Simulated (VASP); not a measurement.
# TiO2 (P4_2/mnm) in VASP: a series of runs

Runs on TiO2. Level: LDA. Tasks: single point, relaxation of cell and atoms.

Everything below comes from runs of VASP 6.6.1. Logs are shortened: lines on timing, memory, paths and dates and some standing lists are left out, and cuts for length are marked.

## 1. The cell of the first run

Symmetry: P4_2/mnm, No. 136, tetragonal system. The conventional cell has a = 4.548 Å, b = 4.548 Å, c = 2.917 Å, α = 90.00°, β = 90.00°, γ = 90.00°. Ti (site symmetry mmm) has 6 O at 1.93 to 1.96 Å within 2.6 Å. O (site symmetry m2m) has 3 Ti at 1.93 to 1.96 Å and 1 O at 2.52 Å within 2.6 Å.

## 2. Single point, LDA

INCAR reads:

```
SYSTEM = TiO2
  ALGO = Normal
  EDIFF = 1E-6
  ENCUT = 520
  ISIF = 2
  ISMEAR = 0
  LASPH = .TRUE.
  LCHARG = .FALSE.
  LREAL = .FALSE.
  LWAVE = .FALSE.
  NBANDS = 33
  NELM = 60
  PREC = Accurate
  SIGMA = 0.02
```

KPOINTS reads:

```
k-points
0
G
  6 6 10
  0 0 0
```

POSCAR reads:

```
TiO2
1.0
    4.5481520348      0.0000000000      0.0000000000
    0.0000000000      4.5481520348      0.0000000000
    0.0000000000      0.0000000000      2.9171325648
Ti O
2 4
Direct
    0.5000000000      0.5000000000      0.0000000000
    0.0000000000      0.0000000000      0.5000000000
    0.6960303854      0.6960303854      0.5000000000
    0.8039696146      0.1960303854      0.0000000000
    0.1960303854      0.8039696146      0.0000000000
    0.3039696146      0.3039696146      0.5000000000
```

Potentials or basis: VASP PAW LDA potentials, release 64 (Ti_sv, O).

Launch:

```sh
cat potpaw_LDA.64/Ti_sv/POTCAR potpaw_LDA.64/O/POTCAR > POTCAR
mpirun -np 1 vasp_std > vasp.out
```

OUTCAR:

```text
SYSTEM = TiO2
   EDIFF = 1E-6
   ENCUT = 520
   ISIF = 2
   ISMEAR = 0
   LASPH = .TRUE.
   LREAL = .FALSE.
   NELM = 60
   PREC = Accurate

 ion  position               nearest neighbor table
   1  0.500  0.500  0.000-   3 1.93   6 1.93   3 1.93   6 1.93   5 1.96   4 1.96
   2  0.000  0.000  0.500-   4 1.93   5 1.93   4 1.93   5 1.93   3 1.96   6 1.96
   3  0.696  0.696  0.500-   1 1.93   1 1.93   2 1.96
   4  0.804  0.196  0.000-   2 1.93   2 1.93   1 1.96
   5  0.196  0.804  0.000-   2 1.93   2 1.93   1 1.96
   6  0.304  0.304  0.500-   1 1.93   1 1.93   2 1.96

  LATTYP: Found a simple tetragonal cell.
 ALAT       =     4.5481520348
 C/A-ratio  =     0.6413885337

  Lattice vectors:

 A1 = (   4.5481520348,   0.0000000000,   0.0000000000)
 A2 = (   0.0000000000,   4.5481520348,   0.0000000000)
 A3 = (   0.0000000000,   0.0000000000,   2.9171325648)

Analysis of symmetry for initial positions (statically):
=====================================================================
 Subroutine PRICEL returns:
 Original cell was already a primitive cell.

 Routine SETGRP: Setting up the symmetry group for a
 simple tetragonal supercell.

 Subroutine GETGRP returns: Found 16 space group operations
 (whereof  8 operations were pure point group operations)
 out of a pool of 16 trial point group operations.

The static configuration has the point symmetry D_2h.
 The point group associated with its full space group is D_4h.

Analysis of symmetry for dynamics (positions and initial velocities):
=====================================================================
 Subroutine PRICEL returns:
 Original cell was already a primitive cell.

 Routine SETGRP: Setting up the symmetry group for a
 simple tetragonal supercell.

 Subroutine GETGRP returns: Found 16 space group operations
 (whereof  8 operations were pure point group operations)
 out of a pool of 16 trial point group operations.

The dynamic configuration has the point symmetry D_2h.
 The point group associated with its full space group is D_4h.

 Subroutine INISYM returns: Found 16 space group operations
 (whereof  8 operations are pure point group operations),
 and found     1 'primitive' translations

----------------------------------------------------------------------------------------

                                     Primitive cell

  volume of cell :      60.3429

  direct lattice vectors                    reciprocal lattice vectors
     4.548152035  0.000000000  0.000000000     0.219869519  0.000000000  0.000000000
     0.000000000  4.548152035  0.000000000     0.000000000  0.219869519  0.000000000
     0.000000000  0.000000000  2.917132565     0.000000000  0.000000000  0.342802385
[... 94 lines left out ...]
   EDIFFG = 0.1E-04   stopping-criterion for IOM
   NSW    =      0    number of steps for IOM
   IBRION =     -1    ionic relax: 0-MD 1-quasi-New 2-CG
   NFREE  =      0    steps in history (QN), initial steepest desc. (CG)
   ISIF   =      2    stress and relaxation
   ISYM   =      2    0-nonsym 1-usesym 2-fastsym
   POTIM  = 0.5000    time-step for ionic-motion
   TEBEG  =    0.0;   TEEND  =   0.0 temperature during run
   PSTRESS=    0.0 pullay stress
   NELECT =      48.0000    total number of electrons
   NUPDOWN=      -1.0000    fix difference up-down
   EMIN   =  10.00;   EMAX   =-10.00  energy-range for DOS
   EFERMI =   0.00;   METHOD = LEGACY
   ISMEAR =     0;   SIGMA  =   0.02  broadening in eV -4-tet -1-fermi 0-gaus
   EFERMI_NEDOS =   21; number of points for ismear=-14 and -15
   IALGO  =     38    algorithm
   IMIX   =      4    mixing-type and parameters
     AMIX     =   0.40;   BMIX     =  1.00
     AMIX_MAG =   1.60;   BMIX_MAG =  1.00
  volume/ion in A,a.u.               =      10.06        67.87
  Fermi-wavevector in a.u.,A,eV,Ry     =   1.516864  2.866457 31.305309  2.300875
  Thomas-Fermi vector in A             =   2.626196
   LORBIT       =      0    0 simple, 1 ext, 2 COOP (PROOUT), +10 PAW based schemes
   GGA     = CA    functional components
   LHFCALC =     F    Hartree Fock is set to
   AEXX    =    0.0000 exact exchange contribution
   IVDW    =     0    specifies the selected vdW correction
   LEPSILON=     F    determine dielectric tensor
   LRPA    =     F    only Hartree local field effects (RPA)
 non-spin polarized calculation
 Gauss-broadening in eV      SIGMA  =   0.02
  energy-cutoff  :      520.00
  volume of cell :       60.34
 maximum number of plane-waves:      1640
 NGX is ok and might be reduce to    36
   NGX = 17   NGY = 17   NGZ = 11

 number of electron      48.0000007 magnetization

 Free energy of the ion-electron system (eV)
  ---------------------------------------------------
  ext. energy  EPLUGINS =         0.00000000
  ---------------------------------------------------
  free energy    TOTEN  =       -58.77737881 eV

  energy without entropy =      -58.77737881  energy(sigma->0) =      -58.77737881

 E-fermi :   5.1436     XC(G=0): -12.1723

 val. band max:        4.9195312334   @ k =   0.0000   0.0000   0.0000
 cond. band min:       6.7489046679   @ k =   0.0000   0.0000   0.0000
 fundamental gap:      1.8293734345
 Fermi energy:         5.1435505442

 k-point     1 :       0.0000    0.0000    0.0000
  band No.  band energies     occupation
      1     -51.1581      2.00000
      2     -51.1359      2.00000
      3     -27.9046      2.00000
      4     -27.9046      2.00000
      5     -27.7084      2.00000
      6     -27.7084      2.00000
[... 853 lines left out ...]
     32      10.5229      0.00000
     33      11.7273      0.00000

 [... further k-points ...]
[... 5 lines left out ...]
  --------------------------------------------------------------------------------------
  -------------------------------------------------------------------------------------
  Total        0.4162003      0.4162003      0.5959146      0.0000000      0.0000000      0.0000000
  in kB       11.0506256     11.0506256     15.8222600      0.0000000      0.0000000      0.0000000
  external PRESSURE =      12.6411704 kB  Pullay stress =       0.0000000 kB

 VOLUME and BASIS-vectors are now :
 -----------------------------------------------------------------------------
  energy-cutoff  :      520.00
  volume of cell :       60.34
      direct lattice vectors                 reciprocal lattice vectors
     4.548152035  0.000000000  0.000000000     0.219869519  0.000000000  0.000000000
     0.000000000  4.548152035  0.000000000     0.000000000  0.219869519  0.000000000
     0.000000000  0.000000000  2.917132565     0.000000000  0.000000000  0.342802385

 POSITION                                       TOTAL-FORCE (eV/Angst)
 -----------------------------------------------------------------------------------
      2.27408      2.27408      0.00000         0.000000      0.000000     -0.000000
      0.00000      0.00000      1.45857         0.000000      0.000000     -0.000000
      3.16565      3.16565      1.45857         0.027238      0.027238     -0.000000
      3.65658      0.89158      0.00000        -0.027238      0.027238     -0.000000
      0.89158      3.65658      0.00000         0.027238     -0.027238     -0.000000
      1.38250      1.38250      1.45857        -0.027238     -0.027238      0.000000
 -----------------------------------------------------------------------------------
    total drift:                                0.000000      0.000000      0.000000

  FREE ENERGIE OF THE ION-ELECTRON SYSTEM (eV)
  ---------------------------------------------------
  free  energy   TOTEN  =       -58.7773788067 eV

  energy  without entropy=      -58.7773788067  energy(sigma->0) =      -58.77737881
```

It took 1.8 min on 1 thread of Intel Xeon Platinum 8488C (Sapphire Rapids), shared host; peak memory 0.21 GiB.

Results:

| Quantity | Value |
| --- | --- |
| Free energy | -58.7774 eV |
| Pressure | 1.3 GPa |
| Largest force | 0.039 eV/Å |
| Band gap on the k mesh | 1.83 eV |

Forces on the atoms (eV/Å):
```
Ti   0.000  0.000  0.000
Ti   0.000  0.000  0.000
O    0.027  0.027  0.000
O   -0.027  0.027  0.000
O    0.027 -0.027  0.000
O   -0.027 -0.027  0.000
```

A k mesh can miss the band edges.

## 3. Relaxation of cell and atoms, LDA

INCAR reads:

```
PREC = Accurate ; ENCUT = 600
EDIFF = 1E-7 ; ISMEAR = 0
SIGMA = 0.02 ; LREAL = F
LASPH = T ; NELM = 80
ALGO = Normal ; ISIF = 3
LWAVE = F ; LCHARG = F
IBRION = 2 ; NSW = 100
EDIFFG = -0.005
```

KPOINTS reads:

```
regular mesh
0
Gamma
  6 6 10
```

POSCAR reads:

```
TiO2
1.0
    4.5484652806      0.0000000000      0.0000000000
    0.0000000000      4.5484652806      0.0000000000
    0.0000000000      0.0000000000      2.9188689758
Ti O
2 4
Direct
    0.5000000000      0.5000000000      0.0000000000
    0.0000000000      0.0000000000      0.5000000000
    0.6959626538      0.6959626538      0.5000000000
    0.8040373462      0.1959626538      0.0000000000
    0.1959626538      0.8040373462      0.0000000000
    0.3040373462      0.3040373462      0.5000000000
```

Potentials or basis: VASP PAW LDA potentials, release 64 (Ti_sv, O).

Launch:

```sh
cat potpaw_LDA.64/Ti_sv/POTCAR potpaw_LDA.64/O/POTCAR > POTCAR
mpirun -np 1 vasp_std > vasp.out
```

It took 4.2 min on 1 thread of Intel Xeon Platinum 8488C (Sapphire Rapids), shared host; peak memory 0.23 GiB.

Results (log left out):

- Free energy: -58.7879 eV
- Relaxed volume: 10.09 Å³/atom
- Relaxed cell: a = 4.552 Å, b = 4.552 Å, c = 2.922 Å, α = 90.00°, β = 90.00°, γ = 90.00°
- Space group after relaxing (to 0.1 Å): P4_2/mnm (No. 136)
- Energy gained by relaxing: 0.1 meV/atom
- Ionic steps: 5
- Pressure after relaxing: 0.0 GPa
- Band gap on the k mesh: 1.82 eV

Step by step:
```csv
step,energy change (eV),largest force (eV/Å),pressure (GPa),volume (Å³)
1,0.0000,0.0413,0.82,60.39
2,0.0007,0.0404,-1.26,60.84
3,-0.0005,0.0084,-0.02,60.56
4,-0.0005,0.0090,-0.01,60.56
5,-0.0005,0.0016,0.00,60.55
```

Final structure:
```
CELL_PARAMETERS angstrom
4.55235 0.00000 0.00000
0.00000 4.55235 0.00000
0.00000 0.00000 2.92191
ATOMIC_POSITIONS crystal
Ti 0.50000 0.50000 0.00000
Ti 0.00000 0.00000 0.50000
O 0.69614 0.69614 0.50000
O 0.80386 0.19614 0.00000
O 0.19614 0.80386 0.00000
O 0.30386 0.30386 0.50000
```

Levels at points of the mesh, in eV from the valence-band top:
```csv
k point,band 20,band 21,band 22,band 23,band 24,band 25,band 26,band 27,band 28
"(0.00, 0.00, 0.00)",-2.02,-0.70,-0.48,-0.48,0.00,1.82,2.10,2.40,2.51
"(0.50, 0.00, 0.00)",-3.17,-1.69,-1.69,-0.78,-0.78,2.53,2.53,3.09,3.09
"(0.50, 0.50, 0.00)",-2.35,-1.32,-1.32,-1.11,-1.11,1.86,1.86,2.54,2.54
"(0.00, 0.00, 0.50)",-2.85,-2.57,-2.57,-1.47,-1.47,3.04,3.04,3.26,3.26
"(0.50, 0.00, 0.50)",-2.45,-2.15,-2.15,-1.10,-1.10,1.86,1.86,3.29,3.29
"(0.50, 0.50, 0.50)",-2.82,-1.38,-1.38,-0.68,-0.68,2.61,2.61,3.23,3.23
```
